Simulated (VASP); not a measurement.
# ZnSe (l) (F-43m) in VASP: single point with LDA

Aim: the single point of ZnSe (l) with LDA.

Everything below comes from runs of VASP 6.6.1. Logs are shortened: lines on timing, memory, paths and dates and some standing lists are left out, and cuts for length are marked.

## Step 1: The cell of the first run

The structure is cubic, space group F-43m (No. 216). The conventional cell has a = 5.568 Å, b = 5.568 Å, c = 5.568 Å, α = 90.00°, β = 90.00°, γ = 90.00°. Within 3.2 Å of Zn (site symmetry -43m) lie 4 Se at 2.41 Å. Se (site symmetry -43m) has 4 Zn at 2.41 Å within 3.2 Å.

## Step 2: Single point, LDA

INCAR

```
  ALGO = Normal
  EDIFF = 1E-6
  ENCUT = 500
  GGA_COMPAT = F
  ISIF = 2
  ISMEAR = 0
  LASPH = T
  LCHARG = F
  LREAL = F
  LWAVE = F
  NBANDS = 16
  NELM = 120
  PREC = Accurate
  SIGMA = 0.02
```

KPOINTS

```
k-points
0
Gamma
  8 8 8
```

POSCAR

```
ZnSe
1.0
    0.0000000000      2.7837636447      2.7837636447
    2.7837636447      0.0000000000      2.7837636447
    2.7837636447      2.7837636447      0.0000000000
Zn Se
1 1
Direct
    0.0000000000      0.0000000000      0.0000000000
    0.2500000000      0.2500000000      0.2500000000
```

Potentials or basis: VASP PAW LDA potentials, release 64 (Zn, Se).

Launch:

```sh
cat potpaw_LDA.64/Zn/POTCAR potpaw_LDA.64/Se/POTCAR > POTCAR
mpirun -np 1 vasp_std > vasp.out
```

OUTCAR:

```text
EDIFF = 1E-6
   ENCUT = 500
   ISIF = 2
   ISMEAR = 0
   LASPH = T
   LREAL = F
   NELM = 120
   PREC = Accurate

 ion  position               nearest neighbor table
   1  0.000  0.000  0.000-   2 2.41   2 2.41   2 2.41   2 2.41
   2  0.250  0.250  0.250-   1 2.41   1 2.41   1 2.41   1 2.41

  LATTYP: Found a face centered cubic cell.
 ALAT       =     5.5675272894

  Lattice vectors:

 A1 = (   0.0000000000,   2.7837636447,   2.7837636447)
 A2 = (   2.7837636447,   0.0000000000,   2.7837636447)
 A3 = (   2.7837636447,   2.7837636447,   0.0000000000)

Analysis of symmetry for initial positions (statically):
=====================================================================
 Subroutine PRICEL returns:
 Original cell was already a primitive cell.

 Routine SETGRP: Setting up the symmetry group for a
 face centered cubic supercell.

 Subroutine GETGRP returns: Found 24 space group operations
 (whereof 24 operations were pure point group operations)
 out of a pool of 48 trial point group operations.

The static configuration has the point symmetry T_d .

Analysis of symmetry for dynamics (positions and initial velocities):
=====================================================================
 Subroutine PRICEL returns:
 Original cell was already a primitive cell.

 Routine SETGRP: Setting up the symmetry group for a
 face centered cubic supercell.

 Subroutine GETGRP returns: Found 24 space group operations
 (whereof 24 operations were pure point group operations)
 out of a pool of 48 trial point group operations.

The dynamic configuration has the point symmetry T_d .

 Subroutine INISYM returns: Found 24 space group operations
 (whereof 24 operations are pure point group operations),
 and found     1 'primitive' translations

----------------------------------------------------------------------------------------

                                     Primitive cell

  volume of cell :      43.1447

  direct lattice vectors                    reciprocal lattice vectors
     0.000000000  2.783763645  2.783763645    -0.179612950  0.179612950  0.179612950
     2.783763645  0.000000000  2.783763645     0.179612950 -0.179612950  0.179612950
     2.783763645  2.783763645  0.000000000     0.179612950  0.179612950 -0.179612950

  length of vectors
     3.936836301  3.936836301  3.936836301     0.311098755  0.311098755  0.311098755

  position of ions in fractional coordinates (direct lattice)
     0.000000000  0.000000000  0.000000000
     0.250000000  0.250000000  0.250000000

  ion indices of the primitive-cell ions
   primitive index   ion index
                 1           1
                 2           2

----------------------------------------------------------------------------------------

 KPOINTS: k-points

Automatic generation of k-mesh.
 Grid dimensions read from file:
 generate k-points for:    8    8    8

 Generating k-lattice:

  Cartesian coordinates                     Fractional coordinates (reciprocal lattice)
    -0.022451619  0.022451619  0.022451619     0.125000000  0.000000000  0.000000000
     0.022451619 -0.022451619  0.022451619     0.000000000  0.125000000  0.000000000
     0.022451619  0.022451619 -0.022451619     0.000000000  0.000000000  0.125000000

  Length of vectors
     0.038887344  0.038887344  0.038887344

  Shift w.r.t. Gamma in fractional coordinates (k-lattice)
     0.000000000  0.000000000  0.000000000

 Subroutine IBZKPT returns following result:
 ===========================================

 Found     29 irreducible k-points:

 Following reciprocal coordinates:
            Coordinates               Weight
  0.000000  0.000000  0.000000      1.000000
  0.125000  0.000000  0.000000      8.000000
  0.250000  0.000000  0.000000      8.000000
  0.375000  0.000000  0.000000      8.000000
  0.500000  0.000000  0.000000      4.000000
  0.125000  0.125000  0.000000      6.000000
[... 16 lines left out ...]
  0.500000  0.250000  0.125000     48.000000
 -0.375000  0.250000  0.125000     24.000000
 [... further k-points ...]
   k-points           NKPTS =     29   k-points in BZ     NKDIM =     29   number of bands    NBANDS=     16
   number of dos      NEDOS =    301   number of ions     NIONS =      2
   total plane-waves  NPLWV =  27000
   dimension x,y,z NGX =    30 NGY =   30 NGZ =   30
   dimension x,y,z NGXF=    60 NGYF=   60 NGZF=   60
   ions per type =               1   1
   NGX,Y,Z   is equivalent  to a cutoff of  12.67, 12.67, 12.67 a.u.
   NGXF,Y,Z  is equivalent  to a cutoff of  25.34, 25.34, 25.34 a.u.
 SYSTEM =  unknown system
   PREC   = accura    normal or accurate (medium, high low for compatibility)
   ISTART =      0    job   : 0-new  1-cont  2-samecut
   ICHARG =      2    charge: 1-file 2-atom 10-const
   ISPIN  =      1    spin polarized calculation?
   LNONCOLLINEAR =      F non collinear calculations
   LSORBIT =      F    spin-orbit coupling
   LASPH  =      T    aspherical Exc in radial PAW
   ENCUT  =  500.0 eV  36.75 Ry    6.06 a.u.   7.18  7.18  7.18*2*pi/ulx,y,z
   NELM   =    120;   NELMIN=  2; NELMDL= -5     # of ELM steps
   EDIFF  = 0.1E-05   stopping-criterion for ELM
   LREAL  =      F    real-space projection
   EDIFFG = 0.1E-04   stopping-criterion for IOM
   NSW    =      0    number of steps for IOM
   IBRION =     -1    ionic relax: 0-MD 1-quasi-New 2-CG
   NFREE  =      0    steps in history (QN), initial steepest desc. (CG)
   ISIF   =      2    stress and relaxation
   ISYM   =      2    0-nonsym 1-usesym 2-fastsym
   POTIM  = 0.5000    time-step for ionic-motion
   TEBEG  =    0.0;   TEEND  =   0.0 temperature during run
   PSTRESS=    0.0 pullay stress
   NELECT =      18.0000    total number of electrons
   NUPDOWN=      -1.0000    fix difference up-down
   EMIN   =  10.00;   EMAX   =-10.00  energy-range for DOS
   EFERMI =   0.00;   METHOD = LEGACY
   ISMEAR =     0;   SIGMA  =   0.02  broadening in eV -4-tet -1-fermi 0-gaus
   EFERMI_NEDOS =   21; number of points for ismear=-14 and -15
   IALGO  =     38    algorithm
   IMIX   =      4    mixing-type and parameters
     AMIX     =   0.40;   BMIX     =  1.00
     AMIX_MAG =   1.60;   BMIX_MAG =  1.00
  volume/ion in A,a.u.               =      21.57       145.58
  Fermi-wavevector in a.u.,A,eV,Ry     =   1.223273  2.311650 20.359707  1.496396
  Thomas-Fermi vector in A             =   2.358390
   LORBIT       =      0    0 simple, 1 ext, 2 COOP (PROOUT), +10 PAW based schemes
   GGA     = CA    functional components
   LHFCALC =     F    Hartree Fock is set to
   AEXX    =    0.0000 exact exchange contribution
   IVDW    =     0    specifies the selected vdW correction
   LEPSILON=     F    determine dielectric tensor
   LRPA    =     F    only Hartree local field effects (RPA)
 non-spin polarized calculation
 Gauss-broadening in eV      SIGMA  =   0.02
  energy-cutoff  :      500.00
  volume of cell :       43.14
 maximum number of plane-waves:      1108
 NGX is ok and might be reduce to    30
   NGX = 15   NGY = 15   NGZ = 15

 number of electron      17.9999987 magnetization

 Free energy of the ion-electron system (eV)
  ---------------------------------------------------
  ext. energy  EPLUGINS =         0.00000000
  ---------------------------------------------------
  free energy    TOTEN  =        -7.37166795 eV

  energy without entropy =       -7.37166795  energy(sigma->0) =       -7.37166795

 E-fermi :   2.1082     XC(G=0):  -9.9380

 val. band max:        1.9920091517   @ k =   0.0000   0.0000   0.0000
 cond. band min:       3.2817568597   @ k =   0.0000   0.0000   0.0000
 fundamental gap:      1.2897477080
 Fermi energy:         2.1082302371

 k-point     1 :       0.0000    0.0000    0.0000
  band No.  band energies     occupation
      1     -11.6548      2.00000
      2      -4.8938      2.00000
      3      -4.8938      2.00000
      4      -4.8938      2.00000
      5      -4.4852      2.00000
      6      -4.4852      2.00000
[... 8 lines left out ...]
     15      13.5828      0.00000
     16      13.5828      0.00000

 k-point     2 :       0.1250    0.0000    0.0000
  band No.  band energies     occupation
      1     -11.5428      2.00000
      2      -4.8900      2.00000
      3      -4.8762      2.00000
      4      -4.8762      2.00000
      5      -4.4869      2.00000
      6      -4.4869      2.00000
[... 8 lines left out ...]
     15      12.6936      0.00000
     16      12.7384      0.00000

 k-point     3 :       0.2500    0.0000    0.0000
  band No.  band energies     occupation
      1     -11.2502      2.00000
      2      -4.8395      2.00000
      3      -4.8378      2.00000
      4      -4.8378      2.00000
      5      -4.4855      2.00000
      6      -4.4855      2.00000
[... 8 lines left out ...]
     15      12.4423      0.00000
     16      12.5632      0.00000

 k-point     4 :       0.3750    0.0000    0.0000
  band No.  band energies     occupation
      1     -10.9178      2.00000
      2      -4.8074      2.00000
      3      -4.8074      2.00000
      4      -4.6348      2.00000
      5      -4.4734      2.00000
      6      -4.4734      2.00000
[... 8 lines left out ...]
     15      13.6260      0.00000
     16      13.6260      0.00000

 k-point     5 :       0.5000    0.0000    0.0000
  band No.  band energies     occupation
      1     -10.7651      2.00000
      2      -4.7979      2.00000
      3      -4.7979      2.00000
      4      -4.4645      2.00000
      5      -4.4645      2.00000
      6      -4.3056      2.00000
[... 8 lines left out ...]
     15      15.2676      0.00000
     16      15.2676      0.00000

 k-point     6 :       0.1250    0.1250    0.0000
  band No.  band energies     occupation
      1     -11.5054      2.00000
      2      -4.9072      2.00000
      3      -4.8609      2.00000
      4      -4.8609      2.00000
      5      -4.4986      2.00000
      6      -4.4772      2.00000
[... 8 lines left out ...]
     15      13.2395      0.00000
     16      13.8096      0.00000

 k-point     7 :       0.2500    0.1250    0.0000
  band No.  band energies     occupation
      1     -11.2720      2.00000
      2      -4.8940      2.00000
      3      -4.8202      2.00000
      4      -4.8179      2.00000
      5      -4.5051      2.00000
      6      -4.4701      2.00000
[... 8 lines left out ...]
     15      13.6164      0.00000
     16      14.0823      0.00000

 k-point     8 :       0.3750    0.1250    0.0000
  band No.  band energies     occupation
      1     -10.9477      2.00000
      2      -4.8275      2.00000
      3      -4.7842      2.00000
      4      -4.7163      2.00000
      5      -4.4833      2.00000
      6      -4.4619      2.00000
[... 8 lines left out ...]
     15      13.7266      0.00000
     16      14.4123      0.00000

 k-point     9 :       0.5000    0.1250    0.0000
  band No.  band energies     occupation
      1     -10.7261      2.00000
      2      -4.7985      2.00000
      3      -4.7718      2.00000
      4      -4.5196      2.00000
      5      -4.4623      2.00000
      6      -4.3308      2.00000
[... 8 lines left out ...]
     15      14.5257      0.00000
     16      15.2846      0.00000
[... 172 lines left out ...]
 k-point    19 :       0.5000    0.3750    0.0000
  band No.  band energies     occupation
      1     -10.5123      2.00000
      2      -4.8609      2.00000
      3      -4.6391      2.00000
      4      -4.6227      2.00000
      5      -4.4403      2.00000
      6      -4.3042      2.00000
[... 8 lines left out ...]
     15      15.8153      0.00000
     16      16.5638      0.00000

 k-point    20 :      -0.3750    0.3750    0.0000
  band No.  band energies     occupation
      1     -10.4849      2.00000
      2      -4.8117      2.00000
      3      -4.6614      2.00000
      4      -4.5711      2.00000
      5      -4.4615      2.00000
      6      -4.1803      2.00000
[... 8 lines left out ...]
     15      14.0893      0.00000
     16      17.6295      0.00000

 k-point    21 :       0.5000    0.5000    0.0000
  band No.  band energies     occupation
      1     -10.4619      2.00000
      2      -4.8892      2.00000
      3      -4.6123      2.00000
      4      -4.6123      2.00000
      5      -4.4305      2.00000
      6      -4.2840      2.00000
[... 8 lines left out ...]
     15      16.1465      0.00000
     16      16.6184      0.00000

 k-point    22 :       0.3750    0.2500    0.1250
  band No.  band energies     occupation
      1     -11.0202      2.00000
      2      -4.8606      2.00000
      3      -4.7826      2.00000
      4      -4.7561      2.00000
      5      -4.5029      2.00000
      6      -4.4572      2.00000
[... 8 lines left out ...]
     15      14.3642      0.00000
     16      15.5429      0.00000

 k-point    23 :       0.5000    0.2500    0.1250
  band No.  band energies     occupation
      1     -10.7416      2.00000
      2      -4.7948      2.00000
      3      -4.7565      2.00000
      4      -4.6228      2.00000
      5      -4.4726      2.00000
      6      -4.4160      2.00000
[... 8 lines left out ...]
     15      14.6823      0.00000
     16      15.7687      0.00000

 k-point    24 :      -0.3750    0.2500    0.1250
  band No.  band energies     occupation
      1     -10.6167      2.00000
      2      -4.7848      2.00000
      3      -4.7396      2.00000
      4      -4.5261      2.00000
      5      -4.4781      2.00000
      6      -4.2461      2.00000
[... 8 lines left out ...]
     15      14.7904      0.00000
     16      15.6713      0.00000

 [... further k-points ...]
[... 5 lines left out ...]
  --------------------------------------------------------------------------------------
  -------------------------------------------------------------------------------------
  Total        0.0979343      0.0979343      0.0979343      0.0000000     -0.0000000      0.0000000
  in kB        3.6367894      3.6367894      3.6367894      0.0000000     -0.0000000      0.0000000
  external PRESSURE =       3.6367894 kB  Pullay stress =       0.0000000 kB

 VOLUME and BASIS-vectors are now :
 -----------------------------------------------------------------------------
  energy-cutoff  :      500.00
  volume of cell :       43.14
      direct lattice vectors                 reciprocal lattice vectors
     0.000000000  2.783763645  2.783763645    -0.179612950  0.179612950  0.179612950
     2.783763645  0.000000000  2.783763645     0.179612950 -0.179612950  0.179612950
     2.783763645  2.783763645  0.000000000     0.179612950  0.179612950 -0.179612950

 POSITION                                       TOTAL-FORCE (eV/Angst)
 -----------------------------------------------------------------------------------
      0.00000      0.00000      0.00000        -0.000000      0.000000     -0.000000
      1.39188      1.39188      1.39188         0.000000     -0.000000      0.000000
 -----------------------------------------------------------------------------------
    total drift:                               -0.000000     -0.000000      0.000000

  FREE ENERGIE OF THE ION-ELECTRON SYSTEM (eV)
  ---------------------------------------------------
  free  energy   TOTEN  =        -7.3716679481 eV

  energy  without entropy=       -7.3716679481  energy(sigma->0) =       -7.37166795
```

Wall time 38 s (1 thread of Intel Xeon 8259CL, shared host); peak memory 0.16 GiB.

Results:

```yaml
Free_energy: -7.3717 eV
Pressure: 0.4 GPa
Band_gap_on_the_k_mesh: 1.29 eV, direct
```

Levels at points of the mesh, in eV from the valence-band top:
| k point | band 5 | band 6 | band 7 | band 8 | band 9 | band 10 | band 11 | band 12 | band 13 | band 14 |
| --- | --- | --- | --- | --- | --- | --- | --- | --- | --- | --- |
| (0.00, 0.00, 0.00) | -6.48 | -6.48 | 0.00 | 0.00 | 0.00 | 1.29 | 5.68 | 5.68 | 5.68 | 9.86 |
| (0.50, 0.00, 0.00) | -6.46 | -6.30 | -5.64 | -0.96 | -0.96 | 2.47 | 6.27 | 6.27 | 8.49 | 11.01 |
| (0.50, 0.50, 0.00) | -6.42 | -6.28 | -5.07 | -2.40 | -2.40 | 2.69 | 3.31 | 10.93 | 11.46 | 11.46 |

A hybrid or GW would open this gap; LDA tends to underestimate it.
